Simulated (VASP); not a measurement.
# TePb in VASP: notebook

Runs on TePb. Level: r2SCAN. Tasks: single point.

Program: VASP 6.6.1. These are calculated values, not measurements. Logs are shortened: lines on timing, memory, paths and dates and some standing lists are left out, and cuts for length are marked.

## 1. The cell of the first run

The structure is cubic, space group F-43m (No. 216). The conventional cell has a = 7.283 Å, b = 7.283 Å, c = 7.283 Å, α = 90.00°, β = 90.00°, γ = 90.00°. Pb (site symmetry -43m) has 4 Te at 3.15 Å within 4.1 Å. Te (site symmetry -43m) has 4 Pb at 3.15 Å within 4.1 Å.

## 2. Single point, r2SCAN

The input, POSCAR:

```
TePb
1.0
    0.0000000000      3.6414940692      3.6414940692
    3.6414940692      0.0000000000      3.6414940692
    3.6414940692      3.6414940692      0.0000000000
Pb Te
1 1
Direct
    0.0000000000      0.0000000000      0.0000000000
    0.2500000000      0.2500000000      0.2500000000
```

The input, INCAR.step1:

```
SYSTEM = TePb
PREC = Accurate
ENCUT = 520
ISMEAR = 0
SIGMA = 0.01
LREAL = .False.
LASPH = .True.
NELM = 60
NBANDS = 17
GGA = PE
ALGO = Normal
EDIFF = 1E-4
LWAVE = .True.
LCHARG = .False.
```

The input, INCAR.step2:

```
SYSTEM = TePb
PREC = Accurate
ENCUT = 520
EDIFF = 1E-6
ISMEAR = 0
SIGMA = 0.01
LREAL = .False.
LASPH = .True.
NELM = 60
ALGO = Normal
ISIF = 2
LWAVE = .False.
LCHARG = .False.
METAGGA = R2SCAN
LMIXTAU = .True.
NBANDS = 17
ISTART = 1
```

The input, KPOINTS:

```
regular mesh
0
Gamma
  6 6 6
  0 0 0
```

Potentials or basis: VASP PAW PBE potentials, release 64 (Pb_d, Te).

Command:

```console
cat potpaw_PBE.64/Pb_d/POTCAR potpaw_PBE.64/Te/POTCAR > POTCAR
cp INCAR.step1 INCAR
mpirun -np 1 vasp_std > vasp.out
cp INCAR.step2 INCAR
mpirun -np 1 vasp_std > vasp.out
```

OUTCAR:

```text
SYSTEM = TePb
   PREC = Accurate
   ENCUT = 520
   EDIFF = 1E-6
   ISMEAR = 0
   LREAL = .False.
   LASPH = .True.
   NELM = 60
   ISIF = 2
   METAGGA = R2SCAN
   ISTART = 1

 ion  position               nearest neighbor table
   1  0.000  0.000  0.000-   2 3.15   2 3.15   2 3.15   2 3.15
   2  0.250  0.250  0.250-   1 3.15   1 3.15   1 3.15   1 3.15

  LATTYP: Found a face centered cubic cell.
 ALAT       =     7.2829881384

  Lattice vectors:

 A1 = (   0.0000000000,   3.6414940692,   3.6414940692)
 A2 = (   3.6414940692,   0.0000000000,   3.6414940692)
 A3 = (   3.6414940692,   3.6414940692,   0.0000000000)

Analysis of symmetry for initial positions (statically):
=====================================================================
 Subroutine PRICEL returns:
 Original cell was already a primitive cell.

 Routine SETGRP: Setting up the symmetry group for a
 face centered cubic supercell.

 Subroutine GETGRP returns: Found 24 space group operations
 (whereof 24 operations were pure point group operations)
 out of a pool of 48 trial point group operations.

The static configuration has the point symmetry T_d .

Analysis of symmetry for dynamics (positions and initial velocities):
=====================================================================
 Subroutine PRICEL returns:
 Original cell was already a primitive cell.

 Routine SETGRP: Setting up the symmetry group for a
 face centered cubic supercell.

 Subroutine GETGRP returns: Found 24 space group operations
 (whereof 24 operations were pure point group operations)
 out of a pool of 48 trial point group operations.

The dynamic configuration has the point symmetry T_d .

 Subroutine INISYM returns: Found 24 space group operations
 (whereof 24 operations are pure point group operations),
 and found     1 'primitive' translations

----------------------------------------------------------------------------------------

                                     Primitive cell

  volume of cell :      96.5759

  direct lattice vectors                    reciprocal lattice vectors
     0.000000000  3.641494069  3.641494069    -0.137306279  0.137306279  0.137306279
     3.641494069  0.000000000  3.641494069     0.137306279 -0.137306279  0.137306279
     3.641494069  3.641494069  0.000000000     0.137306279  0.137306279 -0.137306279

  length of vectors
     5.149850300  5.149850300  5.149850300     0.237821451  0.237821451  0.237821451

  position of ions in fractional coordinates (direct lattice)
     0.000000000  0.000000000  0.000000000
     0.250000000  0.250000000  0.250000000

  ion indices of the primitive-cell ions
   primitive index   ion index
                 1           1
                 2           2

----------------------------------------------------------------------------------------

 KPOINTS: regular mesh

Automatic generation of k-mesh.
 Grid dimensions read from file:
 generate k-points for:    6    6    6

 Generating k-lattice:

  Cartesian coordinates                     Fractional coordinates (reciprocal lattice)
    -0.022884380  0.022884380  0.022884380     0.166666667  0.000000000  0.000000000
     0.022884380 -0.022884380  0.022884380     0.000000000  0.166666667  0.000000000
     0.022884380  0.022884380 -0.022884380     0.000000000  0.000000000  0.166666667

  Length of vectors
     0.039636909  0.039636909  0.039636909

  Shift w.r.t. Gamma in fractional coordinates (k-lattice)
     0.000000000  0.000000000  0.000000000

 Subroutine IBZKPT returns following result:
 ===========================================

 Found     16 irreducible k-points:

 Following reciprocal coordinates:
            Coordinates               Weight
  0.000000  0.000000  0.000000      1.000000
  0.166667  0.000000  0.000000      8.000000
  0.333333  0.000000  0.000000      8.000000
  0.500000  0.000000  0.000000      4.000000
  0.166667  0.166667  0.000000      6.000000
  0.333333  0.166667  0.000000     24.000000
[... 8 lines left out ...]
 -0.333333  0.333333  0.166667     24.000000
 -0.333333  0.500000  0.166667     12.000000
   k-points           NKPTS =     16   k-points in BZ     NKDIM =     16   number of bands    NBANDS=     17
   number of dos      NEDOS =    301   number of ions     NIONS =      2
   total plane-waves  NPLWV =  64000
   dimension x,y,z NGX =    40 NGY =   40 NGZ =   40
   dimension x,y,z NGXF=    80 NGYF=   80 NGZF=   80
   ions per type =               1   1
   NGX,Y,Z   is equivalent  to a cutoff of  12.91, 12.91, 12.91 a.u.
   NGXF,Y,Z  is equivalent  to a cutoff of  25.83, 25.83, 25.83 a.u.
 SYSTEM =  TePb
   PREC   = accura    normal or accurate (medium, high low for compatibility)
   ISTART =      1    job   : 0-new  1-cont  2-samecut
   ICHARG =      0    charge: 1-file 2-atom 10-const
   ISPIN  =      1    spin polarized calculation?
   LNONCOLLINEAR =      F non collinear calculations
   LSORBIT =      F    spin-orbit coupling
   LASPH  =      T    aspherical Exc in radial PAW
   ENCUT  =  520.0 eV  38.22 Ry    6.18 a.u.   9.58  9.58  9.58*2*pi/ulx,y,z
   NELM   =     60;   NELMIN=  2; NELMDL=  0     # of ELM steps
   EDIFF  = 0.1E-05   stopping-criterion for ELM
   LREAL  =      F    real-space projection
   EDIFFG = 0.1E-04   stopping-criterion for IOM
   NSW    =      0    number of steps for IOM
   IBRION =     -1    ionic relax: 0-MD 1-quasi-New 2-CG
   NFREE  =      0    steps in history (QN), initial steepest desc. (CG)
   ISIF   =      2    stress and relaxation
   ISYM   =      2    0-nonsym 1-usesym 2-fastsym
   POTIM  = 0.5000    time-step for ionic-motion
   TEBEG  =    0.0;   TEEND  =   0.0 temperature during run
   PSTRESS=    0.0 pullay stress
   NELECT =      20.0000    total number of electrons
   NUPDOWN=      -1.0000    fix difference up-down
   EMIN   =  10.00;   EMAX   =-10.00  energy-range for DOS
   EFERMI =   0.00;   METHOD = LEGACY
   ISMEAR =     0;   SIGMA  =   0.01  broadening in eV -4-tet -1-fermi 0-gaus
   EFERMI_NEDOS =   21; number of points for ismear=-14 and -15
   IALGO  =     38    algorithm
   IMIX   =      4    mixing-type and parameters
     AMIX     =   0.40;   BMIX     =  1.00
     AMIX_MAG =   1.60;   BMIX_MAG =  1.00
  volume/ion in A,a.u.               =      48.29       325.86
  Fermi-wavevector in a.u.,A,eV,Ry     =   0.968565  1.830322 12.763860  0.938117
  Thomas-Fermi vector in A             =   2.098544
   LORBIT       =      0    0 simple, 1 ext, 2 COOP (PROOUT), +10 PAW based schemes
   METAGGA = R2SCAN    functional components
   LHFCALC =     F    Hartree Fock is set to
   AEXX    =    0.0000 exact exchange contribution
   IVDW    =     0    specifies the selected vdW correction
   LEPSILON=     F    determine dielectric tensor
   LRPA    =     F    only Hartree local field effects (RPA)
 non-spin polarized calculation
 Gauss-broadening in eV      SIGMA  =   0.01
  energy-cutoff  :      520.00
  volume of cell :       96.58
 maximum number of plane-waves:      2637
 NGX is ok and might be reduce to    40
   NGX = 19   NGY = 19   NGZ = 19

 number of electron      20.0000000 magnetization

 Free energy of the ion-electron system (eV)
  ---------------------------------------------------
  ext. energy  EPLUGINS =         0.00000000
  ---------------------------------------------------
  free energy    TOTEN  =       -82.21294914 eV

  energy without entropy =      -82.21294914  energy(sigma->0) =      -82.21294914

 E-fermi :   2.5295     XC(G=0):  -7.9334

 val. band max:        2.4719257975   @ k =  -0.3333   0.5000   0.1667
 cond. band min:       3.3781560949   @ k =   0.5000   0.5000   0.0000
 fundamental gap:      0.9062302974
 Fermi energy:         2.5295006002

 k-point     1 :       0.0000    0.0000    0.0000
  band No.  band energies     occupation
      1     -14.9350      2.00000
      2     -14.9350      2.00000
      3     -14.9350      2.00000
      4     -14.9065      2.00000
      5     -14.9065      2.00000
      6      -9.2071      2.00000
[... 9 lines left out ...]
     16      10.1171      0.00000
     17      10.9504      0.00000

 k-point     2 :       0.1667    0.0000    0.0000
  band No.  band energies     occupation
      1     -14.9376      2.00000
      2     -14.9336      2.00000
      3     -14.9336      2.00000
      4     -14.9064      2.00000
      5     -14.9064      2.00000
      6      -9.0568      2.00000
[... 9 lines left out ...]
     16       9.4901      0.00000
     17      10.3494      0.00000

 k-point     3 :       0.3333    0.0000    0.0000
  band No.  band energies     occupation
      1     -14.9428      2.00000
      2     -14.9311      2.00000
      3     -14.9311      2.00000
      4     -14.9060      2.00000
      5     -14.9060      2.00000
      6      -8.6885      2.00000
[... 9 lines left out ...]
     16       9.5979      0.00000
     17      10.6113      0.00000

 k-point     4 :       0.5000    0.0000    0.0000
  band No.  band energies     occupation
      1     -14.9454      2.00000
      2     -14.9300      2.00000
      3     -14.9300      2.00000
      4     -14.9057      2.00000
      5     -14.9057      2.00000
      6      -8.4467      2.00000
[... 9 lines left out ...]
     16      10.3639      0.00000
     17      10.3639      0.00000
[... 183 lines left out ...]
      1     -14.9485      2.00000
      2     -14.9286      2.00000
      3     -14.9270      2.00000
      4     -14.9077      2.00000
      5     -14.9049      2.00000
      6      -8.3777      2.00000
[... 9 lines left out ...]
     16      10.7697      0.00000
     17      11.5723      0.00000

 k-point    15 :      -0.3333    0.3333    0.1667
  band No.  band energies     occupation
      1     -14.9497      2.00000
      2     -14.9284      2.00000
      3     -14.9257      2.00000
      4     -14.9074      2.00000
      5     -14.9052      2.00000
      6      -8.1716      2.00000
[... 9 lines left out ...]
     16      10.6256      0.00000
     17      11.4949      0.00000

 k-point    16 :      -0.3333    0.5000    0.1667
  band No.  band energies     occupation
      1     -14.9523      2.00000
      2     -14.9269      2.00000
      3     -14.9241      2.00000
      4     -14.9085      2.00000
      5     -14.9045      2.00000
      6      -8.0566      2.00000
[... 9 lines left out ...]
     16      11.2521      0.00000
     17      11.5286      0.00000

------------------------ aborting loop because EDIFF is reached ----------------------------------------

  FORCE on cell =-STRESS in cart. coord.  units (eV):
  Direction    XX          YY          ZZ          XY          YZ          ZX
  --------------------------------------------------------------------------------------
  -------------------------------------------------------------------------------------
  Total        0.0055318      0.0055318      0.0055318      0.0000000      0.0000000      0.0000000
  in kB        0.0917722      0.0917722      0.0917722      0.0000000      0.0000000      0.0000000
  external PRESSURE =       0.0917722 kB  Pullay stress =       0.0000000 kB

 VOLUME and BASIS-vectors are now :
 -----------------------------------------------------------------------------
  energy-cutoff  :      520.00
  volume of cell :       96.58
      direct lattice vectors                 reciprocal lattice vectors
     0.000000000  3.641494069  3.641494069    -0.137306279  0.137306279  0.137306279
     3.641494069  0.000000000  3.641494069     0.137306279 -0.137306279  0.137306279
     3.641494069  3.641494069  0.000000000     0.137306279  0.137306279 -0.137306279

 POSITION                                       TOTAL-FORCE (eV/Angst)
 -----------------------------------------------------------------------------------
      0.00000      0.00000      0.00000        -0.000000     -0.000000      0.000000
      1.82075      1.82075      1.82075         0.000000      0.000000     -0.000000
 -----------------------------------------------------------------------------------
    total drift:                                0.000000      0.000000      0.000000

  FREE ENERGIE OF THE ION-ELECTRON SYSTEM (eV)
  ---------------------------------------------------
  free  energy   TOTEN  =       -82.2129491390 eV

  energy  without entropy=      -82.2129491390  energy(sigma->0) =      -82.21294914
```

Wall time 48 s (1 thread of Intel Xeon 6975P-C (Granite Rapids), shared host); peak memory 0.27 GiB.

What came out:

| Property | Result |
| --- | --- |
| Free energy | -82.2129 eV |
| Pressure | 0.0 GPa |
| Band gap on the k mesh | 0.91 eV, indirect (least direct gap 1.37 eV) |

Caveat: the PAW data sets were made with another functional, which shifts forces and pressure a little; spin-orbit coupling is left out, which moves the levels of the heavy elements. A k mesh can miss the band edges.

## 3. Single point, r2SCAN (epitaxial xy strain -1.0%)

The input, POSCAR:

```
TePb
1.0
    0.0000000000      3.6050791285      3.7098293913
    3.6050791285      0.0000000000      3.7098293913
    3.6050791285      3.6050791285      0.0000000000
Pb Te
1 1
Direct
    0.0000000000      0.0000000000      0.0000000000
    0.2500000000      0.2500000000      0.2500000000
```

The input, INCAR.step1:

```
  PREC = Accurate
  ENCUT = 520
  ISMEAR = 0
  SIGMA = 0.01
  LREAL = F
  LASPH = T
  NELM = 60
  NBANDS = 17
  GGA = PE
  ALGO = Normal
  EDIFF = 1E-4
  LWAVE = T
  LCHARG = F
```

The input, INCAR.step2:

```
  PREC = Accurate
  ENCUT = 520
  EDIFF = 1E-6
  ISMEAR = 0
  SIGMA = 0.01
  LREAL = F
  LASPH = T
  NELM = 60
  ALGO = Normal
  ISIF = 2
  LWAVE = F
  LCHARG = F
  METAGGA = R2SCAN
  LMIXTAU = T
  NBANDS = 17
  ISTART = 1
```

The input, KPOINTS:

```
regular mesh
0
Gamma
  6 6 6
```

Potentials or basis: VASP PAW PBE potentials, release 64 (Pb_d, Te).

Command:

```console
cat potpaw_PBE.64/Pb_d/POTCAR potpaw_PBE.64/Te/POTCAR > POTCAR
cp INCAR.step1 INCAR
mpirun -np 1 vasp_std > vasp.out
cp INCAR.step2 INCAR
mpirun -np 1 vasp_std > vasp.out
```

Run time: 72 s. Hardware: 1 thread of Intel Xeon 6975P-C (Granite Rapids), shared host; peak memory 0.28 GiB.

The run converged. Its results:

```yaml
Free_energy: -82.2125 eV
Pressure: 0.0 GPa
Band_gap_on_the_k_mesh: 0.82 eV, indirect (least direct gap 1.37 eV)
```

Levels at points of the mesh, in eV from the valence-band top:
| k point | band 8 | band 9 | band 10 | band 11 | band 12 | band 13 |
| --- | --- | --- | --- | --- | --- | --- |
| (0.00, 0.00, 0.00) | -1.54 | -1.42 | -1.42 | 1.78 | 1.78 | 1.87 |
| (0.50, 0.00, 0.00) | -2.09 | -1.97 | -1.87 | 2.64 | 2.66 | 4.11 |
| (0.50, 0.50, 0.00) | -2.66 | -2.66 | -0.46 | 0.91 | 4.78 | 4.78 |
| (0.50, 0.00, 0.50) | -2.76 | -2.75 | -0.56 | 0.82 | 4.80 | 4.85 |

Caveat: the cell differs from its parent crystal (epitaxial xy strain -1.0%); the PAW data sets were made with another functional, which shifts forces and pressure a little; spin-orbit coupling is left out, which moves the levels of the heavy elements. A k mesh can miss the band edges.
